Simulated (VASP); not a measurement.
Write the native input for VASP 6.6.1 that does the following.

* Task: single point
* Functional: PBE
* Potentials or basis: VASP PAW PBE potentials, release 64 (Co, Si)
* Cutoff: 520 eV
* k mesh: 10 × 10 × 8
* Occupations: fermi-dirac, width 0.08 eV
* Spin: no spin polarisation
* Dipole correction: no
* Further INCAR settings: ALGO = Normal; EDIFF = 1e-06; NBANDS = 16

The structure of CoSi2 (AlB2 type) lies in POSCAR:

```
CoSi2
1.0
    3.5307847387      0.0000000000      0.0000000000
   -1.7653923693      3.0577492790      0.0000000000
    0.0000000000      0.0000000000      2.1610599751
Co Si
1 2
Direct
    0.0000000000      0.0000000000      0.0000000000
    0.3333333333      0.6666666667      0.5000000000
    0.6666666667      0.3333333333      0.5000000000
```

One way to write it, as run:

INCAR

```
SYSTEM = CoSi2
ALGO = Normal ; EDIFF = 1E-6
ENCUT = 520 ; GGA = PE
ISIF = 2 ; ISMEAR = -1
LASPH = .TRUE. ; LCHARG = .FALSE.
LREAL = .FALSE. ; LWAVE = .FALSE.
NBANDS = 16 ; NELM = 100
PREC = Accurate ; SIGMA = 0.08
```

KPOINTS

```
k-points
0
G
  10 10 8
  0 0 0
```

Potentials or basis: VASP PAW PBE potentials, release 64 (Co, Si).

The run is started by

```sh
$ cat potpaw_PBE.64/Co/POTCAR potpaw_PBE.64/Si/POTCAR > POTCAR
$ mpirun -np 1 vasp_std > vasp.out
```

It gave:

```
Pressure : 202.1 GPa
```

Caveat: the k points lie up to 0.36 Å⁻¹ apart.

Run time: 44 s on 1 thread of Intel(R) Xeon(R) Platinum 8488C (Sapphire Rapids) (shared host), peak memory 0.15 GiB.
